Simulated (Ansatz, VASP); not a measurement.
NaI in VASP and in Ansatz

File INCAR:

```
SYSTEM = NaI
PREC     = Accurate       ! precision mode
ENCUT    = 520            ! plane-wave cutoff, eV
EDIFF    = 1E-7           ! SCF threshold, eV
ISMEAR   = 0              ! smearing method
SIGMA    = 0.05           ! smearing width, eV
LREAL    = .False.        ! projectors in reciprocal space
LASPH    = .True.         ! aspherical terms in the spheres
NELM     = 80             ! most SCF steps
ALGO     = Normal         ! electronic algorithm
ISIF     = 2              ! what is computed and relaxed
LWAVE    = .False.        ! write WAVECAR
LCHARG   = .True.         ! write CHGCAR
GGA      = PE             ! functional
IVDW     = 12             ! dispersion correction
LELF     = .True.         ! ELF
LVHAR    = .True.       
NBANDS   = 22             ! bands
```

The input KPOINTS:

```
Automatic mesh
0
Gamma
  6 8 4
  0 0 0
```

File POSCAR:

```
NaI
1.0
    4.7722534545      0.0000000000      0.0000000000
    0.0000000000      4.1018944388      0.0000000000
    0.0000000000      0.0000000000      6.7737783826
Na I
2 2
Direct
    0.2500000000      0.5000000000      0.2499880837
    0.7500000000      0.5000000000      0.7500119163
    0.2500000000      0.0000000000      0.7499134626
    0.7500000000      0.0000000000      0.2500865374
```

Input for Ansatz:

```yaml
crystal:
  lattice:
    - [4.7722534545, 0.0, 0.0]
    - [0.0, 4.1018944388, 0.0]
    - [0.0, 0.0, 6.7737783826]
  atoms:
    - { symbol: Na, position: [0.25, 0.5, 0.2499880837] }
    - { symbol: Na, position: [0.75, 0.5, 0.7500119163] }
    - { symbol: I, position: [0.25, 0.0, 0.7499134626] }
    - { symbol: I, position: [0.75, 0.0, 0.2500865374] }
basis:
  ecutwfc: 520.0
kpoints:
  mp_grid: { grid: [6, 8, 4] }
hamiltonian:
  xc: pbe
  dispersion: d3bj
scf:
  occupations: { method: gaussian, width: 0.05 }
output:
  forces: true
  stress: true
  eigenvalues: true
  write_density: true
  write_potential: true
  elf: true
  volumetric_format: npy
```

Alike in both runs: task single point; functional PBE; dispersion D3(BJ); k mesh 6 × 8 × 4; occupations gaussian, width 0.05 eV; no spin polarisation.

|  | VASP | Ansatz |
| --- | --- | --- |
| version | VASP 6.6.1 | Ansatz 0.2.0 |
| potentials or method | VASP PAW PBE potentials, release 64 (Na_pv, I), cutoff 520 eV | scalar-relativistic, plane waves, PAW |
| valence electrons in the cell | 28 | 52 |

Ansatz gave:

| Property | Result |
| --- | --- |
| gap on the k mesh at the Fermi level (eV) | 2.49 |
| least direct gap on the mesh (eV) | 2.76 |
| pressure (GPa) | 0.0 |

Q: Which values does VASP return?

A: gap on the k mesh at the Fermi level (eV): 2.48; least direct gap on the mesh (eV): 2.76; pressure (GPa): 0.0.

VASP's potentials hold 28 valence electrons a cell and Ansatz's 52, so a difference there can come from the potentials and not from the codes.

Neither program's run includes spin-orbit coupling.
